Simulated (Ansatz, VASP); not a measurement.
**Two plane-wave programs on Si3P**

```
Si P
1.0
     4.31549    0.00000    0.00000
     0.00000    4.31549    0.00000
     0.00000    0.00000    3.10820
Si P
3 1
Direct
  0.00000 0.50000 0.50000
  0.50000 0.00000 0.50000
  0.50000 0.50000 0.00000
  0.00000 0.00000 0.00000
```

Alike in both runs: functional PBE; k mesh 12 × 12 × 16; occupations gaussian, width 0.1 eV; no spin polarisation.

Ansatz relaxed the structure, and its values are those at the end. VASP's run is a single point on that final structure, the one shown.

|  | VASP | Ansatz |
| --- | --- | --- |
| version | VASP 6.6.1 | Ansatz 0.2.0 |
| potentials or method | VASP PAW PBE potentials, release 64 (Si, P), cutoff 520 eV | scalar-relativistic, plane waves, PAW |
| valence electrons in the cell | 17 | 17 |

```tsv
	VASP	Ansatz	Ansatz less VASP
gap on the k mesh at the Fermi level (eV)	none	none	-
pressure (GPa)	-0.1	0.0	+0.05
```

A gap of «none» marks a metal or a gap that the smearing closes.
